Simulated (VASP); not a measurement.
# Ir in VASP: notebook

The runs below take Ir through single point, relaxation of cell and atoms, with PBE.

Everything below comes from runs of VASP 6.6.1. Logs are shortened: lines on timing, memory, paths and dates and some standing lists are left out, and cuts for length are marked.

### Step 1. The cell of the first run

The typed cell holds 2 atoms: a = 2.745 Å, b = 2.745 Å, c = 4.462 Å, α = 90.00°, β = 90.00°, γ = 120.00°.

This isn't the form of Ir at room conditions, which is fcc.

### Step 2. Single point, PBE

INCAR reads:

```
SYSTEM = Ir
PREC = Accurate ; ENCUT = 520
EDIFF = 1E-6 ; ISMEAR = 0
SIGMA = 0.15 ; LREAL = .False.
LASPH = .True. ; NELM = 80
ALGO = Fast ; ISIF = 2
LWAVE = .False. ; LCHARG = .False.
GGA = PE ; NBANDS = 16
```

KPOINTS reads:

```
Automatic mesh
0
Gamma
  12 12 8
  0 0 0
```

POSCAR reads:

```
Ir
1.0
    2.7453405992      0.0000165990      0.0000757216
   -1.3726556226      2.3775039823      0.0000067787
    0.0002522024      0.0001236195      4.4621758070
Ir
2
Direct
    0.6666666572      0.3333325491      0.7500003914
    0.3333333428      0.6666674509      0.2499996086
```

Potentials or basis: VASP PAW PBE potentials, release 64 (Ir).

Command:

```sh
$ cat potpaw_PBE.64/Ir/POTCAR > POTCAR
$ mpirun -np 1 vasp_std > vasp.out
```

OUTCAR:

```text
SYSTEM = Ir
   PREC = Accurate
   ENCUT = 520
   EDIFF = 1E-6
   ISMEAR = 0
   LREAL = .False.
   LASPH = .True.
   NELM = 80
   ISIF = 2
   GGA = PE

 ion  position               nearest neighbor table
   1  0.667  0.333  0.750-   2 2.74   2 2.74   2 2.74   2 2.74   2 2.74   2 2.74
   2  0.333  0.667  0.250-   1 2.74   1 2.74   1 2.74   1 2.74   1 2.74   1 2.74

  LATTYP: Found a base centered monoclinic cell.
 ALAT       =     4.7550833549
 B/A-ratio  =     0.5773414371
 C/A-ratio  =     0.9384011768
 COS(beta)  =    -0.0000960740

  Lattice vectors:

 A1 = (  -2.7453405992,  -0.0000165990,  -0.0000757216)
 A2 = (  -1.3726849766,  -2.3775205813,  -0.0000825003)
 A3 = (   0.0002522024,   0.0001236195,   4.4621758070)

Analysis of symmetry for initial positions (statically):
=====================================================================
 Subroutine PRICEL returns:
 Original cell was already a primitive cell.

 Routine SETGRP: Setting up the symmetry group for a
 base centered monoclinic supercell.

 Subroutine GETGRP returns: Found  4 space group operations
 (whereof  4 operations were pure point group operations)
 out of a pool of  4 trial point group operations.

The static configuration has the point symmetry C_2h.

Analysis of symmetry for dynamics (positions and initial velocities):
=====================================================================
 Subroutine PRICEL returns:
 Original cell was already a primitive cell.

 Routine SETGRP: Setting up the symmetry group for a
 base centered monoclinic supercell.

 Subroutine GETGRP returns: Found  4 space group operations
 (whereof  4 operations were pure point group operations)
 out of a pool of  4 trial point group operations.

The dynamic configuration has the point symmetry C_2h.

 Subroutine INISYM returns: Found  4 space group operations
 (whereof  4 operations are pure point group operations),
 and found     1 'primitive' translations

----------------------------------------------------------------------------------------

                                     Primitive cell

  volume of cell :      29.1250

  direct lattice vectors                    reciprocal lattice vectors
     2.745340599  0.000016599  0.000075722     0.364252258  0.210301608 -0.000026414
    -1.372655623  2.377503982  0.000006779    -0.000002543  0.420607712 -0.000011652
     0.000252202  0.000123620  4.462175807    -0.000006181 -0.000004208  0.224105917

  length of vectors
     2.745340600  2.745306658  4.462175816     0.420602513  0.420607712  0.224105917

  position of ions in fractional coordinates (direct lattice)
     0.666666657  0.333332549  0.750000391
     0.333333343  0.666667451  0.249999609

  ion indices of the primitive-cell ions
   primitive index   ion index
                 1           1
                 2           2

----------------------------------------------------------------------------------------

 KPOINTS: Automatic mesh

Automatic generation of k-mesh.
 Grid dimensions read from file:
 generate k-points for:   12   12    8

 Generating k-lattice:

  Cartesian coordinates                     Fractional coordinates (reciprocal lattice)
     0.030354355  0.017525134 -0.000002201     0.083333333  0.000000000  0.000000000
    -0.000000212  0.035050643 -0.000000971    -0.000000000  0.083333333  0.000000000
    -0.000000773 -0.000000526  0.028013240     0.000000000  0.000000000  0.125000000

  Length of vectors
     0.035050209  0.035050643  0.028013240

  Shift w.r.t. Gamma in fractional coordinates (k-lattice)
     0.000000000  0.000000000  0.000000000

 Subroutine IBZKPT returns following result:
 ===========================================

 Found    320 irreducible k-points:

 Following reciprocal coordinates:
            Coordinates               Weight
  0.000000  0.000000  0.000000      1.000000
  0.083333 -0.000000 -0.000000      2.000000
  0.166667  0.000000 -0.000000      2.000000
  0.250000 -0.000000  0.000000      2.000000
  0.333333 -0.000000  0.000000      2.000000
  0.416667 -0.000000 -0.000000      2.000000
[... 16 lines left out ...]
  0.166667  0.250000 -0.000000      4.000000
  0.250000  0.250000  0.000000      4.000000
 [... further k-points ...]
   k-points           NKPTS =    320   k-points in BZ     NKDIM =    320   number of bands    NBANDS=     16
   number of dos      NEDOS =    301   number of ions     NIONS =      2
   total plane-waves  NPLWV =  14400
   dimension x,y,z NGX =    20 NGY =   20 NGZ =   36
   dimension x,y,z NGXF=    40 NGYF=   40 NGZF=   72
   ions per type =               2
   NGX,Y,Z   is equivalent  to a cutoff of  12.11, 12.11, 13.41 a.u.
   NGXF,Y,Z  is equivalent  to a cutoff of  24.22, 24.22, 26.82 a.u.
 SYSTEM =  Ir
   PREC   = accura    normal or accurate (medium, high low for compatibility)
   ISTART =      0    job   : 0-new  1-cont  2-samecut
   ICHARG =      2    charge: 1-file 2-atom 10-const
   ISPIN  =      1    spin polarized calculation?
   LNONCOLLINEAR =      F non collinear calculations
   LSORBIT =      F    spin-orbit coupling
   LASPH  =      T    aspherical Exc in radial PAW
   ENCUT  =  520.0 eV  38.22 Ry    6.18 a.u.   5.10  5.10  8.30*2*pi/ulx,y,z
   NELM   =     80;   NELMIN=  2; NELMDL= -5     # of ELM steps
   EDIFF  = 0.1E-05   stopping-criterion for ELM
   LREAL  =      F    real-space projection
   EDIFFG = 0.1E-04   stopping-criterion for IOM
   NSW    =      0    number of steps for IOM
   IBRION =     -1    ionic relax: 0-MD 1-quasi-New 2-CG
   NFREE  =      0    steps in history (QN), initial steepest desc. (CG)
   ISIF   =      2    stress and relaxation
   ISYM   =      2    0-nonsym 1-usesym 2-fastsym
   POTIM  = 0.5000    time-step for ionic-motion
   TEBEG  =    0.0;   TEEND  =   0.0 temperature during run
   PSTRESS=    0.0 pullay stress
   NELECT =      18.0000    total number of electrons
   NUPDOWN=      -1.0000    fix difference up-down
   EMIN   =  10.00;   EMAX   =-10.00  energy-range for DOS
   EFERMI =   0.00;   METHOD = LEGACY
   ISMEAR =     0;   SIGMA  =   0.15  broadening in eV -4-tet -1-fermi 0-gaus
   EFERMI_NEDOS =   21; number of points for ismear=-14 and -15
   IALGO  =     68    algorithm
   IMIX   =      4    mixing-type and parameters
     AMIX     =   0.40;   BMIX     =  1.00
     AMIX_MAG =   1.60;   BMIX_MAG =  1.00
  volume/ion in A,a.u.               =      14.56        98.27
  Fermi-wavevector in a.u.,A,eV,Ry     =   1.394474  2.635174 26.457316  1.944558
  Thomas-Fermi vector in A             =   2.518020
   LORBIT       =      0    0 simple, 1 ext, 2 COOP (PROOUT), +10 PAW based schemes
   GGA     = PE    functional components
   LHFCALC =     F    Hartree Fock is set to
   AEXX    =    0.0000 exact exchange contribution
   IVDW    =     0    specifies the selected vdW correction
   LEPSILON=     F    determine dielectric tensor
   LRPA    =     F    only Hartree local field effects (RPA)
 non-spin polarized calculation
 RMM-DIIS sequential band-by-band and
 Gauss-broadening in eV      SIGMA  =   0.15
  energy-cutoff  :      520.00
  volume of cell :       29.12
 maximum number of plane-waves:       798
   NGX = 11   NGY = 11   NGZ = 17

 number of electron      17.9999997 magnetization

 Free energy of the ion-electron system (eV)
  ---------------------------------------------------
  ext. energy  EPLUGINS =         0.00000000
  ---------------------------------------------------
  free energy    TOTEN  =       -17.57647822 eV

  energy without entropy =      -17.55057166  energy(sigma->0) =      -17.56352494

 E-fermi :  10.0273     XC(G=0): -13.8156

 val. band max:       10.0248823955   @ k =  -0.2500  -0.0000   0.3750
 cond. band min:      10.0417231755   @ k =   0.1667   0.2500  -0.0000
 fundamental gap:      0.0168407800
 Fermi energy:        10.0273457828

 k-point     1 :       0.0000    0.0000    0.0000
  band No.  band energies     occupation
      1      -0.8995      2.00000
      2       2.1319      2.00000
      3       6.2216      2.00000
      4       6.3419      2.00000
      5       6.3422      2.00000
      6       6.9659      2.00000
[... 8 lines left out ...]
     15      26.4181      0.00000
     16      27.4478      0.00000

 k-point     2 :       0.0833   -0.0000   -0.0000
  band No.  band energies     occupation
      1      -0.6360      2.00000
      2       2.3655      2.00000
      3       5.8612      2.00000
      4       6.5624      2.00000
      5       6.6423      2.00000
      6       6.8381      2.00000
[... 8 lines left out ...]
     15      26.7607      0.00000
     16      27.8267      0.00000

 k-point     3 :       0.1667    0.0000   -0.0000
  band No.  band energies     occupation
      1       0.1065      2.00000
      2       2.9479      2.00000
      3       5.3985      2.00000
      4       6.2248      2.00000
      5       6.4377      2.00000
      6       7.2009      2.00000
[... 8 lines left out ...]
     15      27.2642      0.00000
     16      27.6430      0.00000

 k-point     4 :       0.2500   -0.0000    0.0000
  band No.  band energies     occupation
      1       1.1561      2.00000
      2       3.3651      2.00000
      3       5.0385      2.00000
      4       5.2914      2.00000
      5       6.1937      2.00000
      6       6.7870      2.00000
[... 8 lines left out ...]
     15      25.8247      0.00000
     16      25.9908      0.00000
[... 324 lines left out ...]
 k-point    22 :       0.0833    0.2500    0.0000
  band No.  band energies     occupation
      1       1.8716      2.00000
      2       3.5246      2.00000
      3       4.5128      2.00000
      4       5.1909      2.00000
      5       6.2938      2.00000
      6       6.3213      2.00000
[... 8 lines left out ...]
     15      23.6606      0.00000
     16      25.4867      0.00000

 k-point    23 :       0.1667    0.2500   -0.0000
  band No.  band energies     occupation
      1       2.8275      2.00000
      2       3.9001      2.00000
      3       4.0463      2.00000
      4       4.8432      2.00000
      5       5.8946      2.00000
      6       6.5910      2.00000
[... 8 lines left out ...]
     15      20.7681      0.00000
     16      25.3160      0.00000

 k-point    24 :       0.2500    0.2500    0.0000
  band No.  band energies     occupation
      1       3.6446      2.00000
      2       3.6919      2.00000
      3       4.3804      2.00000
      4       4.6286      2.00000
      5       5.7248      2.00000
      6       6.6480      2.00000
[... 8 lines left out ...]
     15      20.7582      0.00000
     16      25.2548      0.00000

 [... further k-points ...]

------------------------ aborting loop because EDIFF is reached ----------------------------------------

  FORCE on cell =-STRESS in cart. coord.  units (eV):
  Direction    XX          YY          ZZ          XY          YZ          ZX
  --------------------------------------------------------------------------------------
  -------------------------------------------------------------------------------------
  Total        0.0891453      0.0897384      0.0932028     -0.0005140     -0.0008196     -0.0014191
  in kB        4.9039206      4.9365487      5.1271242     -0.0282763     -0.0450871     -0.0780641
  external PRESSURE =       4.9891978 kB  Pullay stress =       0.0000000 kB

 VOLUME and BASIS-vectors are now :
 -----------------------------------------------------------------------------
  energy-cutoff  :      520.00
  volume of cell :       29.12
      direct lattice vectors                 reciprocal lattice vectors
     2.745340599  0.000016599  0.000075722     0.364252258  0.210301608 -0.000026414
    -1.372655623  2.377503982  0.000006779    -0.000002543  0.420607712 -0.000011652
     0.000252202  0.000123620  4.462175807    -0.000006181 -0.000004208  0.224105917

 POSITION                                       TOTAL-FORCE (eV/Angst)
 -----------------------------------------------------------------------------------
      1.37287      0.79260      3.34669         0.000017      0.000010     -0.000042
      0.00007      1.58504      1.11557        -0.000017     -0.000010      0.000042
 -----------------------------------------------------------------------------------
    total drift:                               -0.000000      0.000000      0.000000

  FREE ENERGIE OF THE ION-ELECTRON SYSTEM (eV)
  ---------------------------------------------------
  free  energy   TOTEN  =       -17.5764782202 eV

  energy  without entropy=      -17.5505716633  energy(sigma->0) =      -17.56352494
```

Wall time 2 min (1 thread of Intel Xeon Platinum 8259CL at 2.50GHz (Skylake/Cascade Lake), shared host); peak memory 0.24 GiB.

What came out:

- Free energy: -17.5765 eV
- Pressure: 0.5 GPa
- Band gap on the k mesh: zero (bands 9 and 10 overlap by 3.18 eV)

Levels at points of the mesh, in eV from the Fermi level:
| k point | band 6 | band 7 | band 8 | band 9 | band 10 | band 11 | band 12 | band 13 |
| --- | --- | --- | --- | --- | --- | --- | --- | --- |
| (0.00, 0.00, 0.00) | -3.06 | -3.06 | -2.27 | -2.27 | -0.77 | 0.26 | 0.26 | 6.79 |
| (0.50, 0.00, 0.00) | -3.32 | -2.88 | 0.69 | 0.91 | 1.08 | 2.86 | 4.29 | 8.08 |
| (0.00, 0.50, 0.00) | -3.32 | -2.88 | 0.69 | 0.91 | 1.08 | 2.86 | 4.29 | 8.08 |
| (0.00, 0.00, 0.50) | -3.80 | -3.80 | -3.80 | -0.46 | -0.46 | -0.46 | -0.46 | 13.56 |
| (0.50, 0.00, 0.50) | -2.04 | -0.92 | -0.92 | 0.92 | 0.92 | 1.97 | 1.97 | 7.44 |
| (0.00, 0.50, 0.50) | -2.04 | -0.92 | -0.92 | 0.92 | 0.92 | 1.97 | 1.97 | 7.44 |

Caveat: spin-orbit coupling is left out, which moves the levels of the heavy elements.

[end of part 1 of 2]
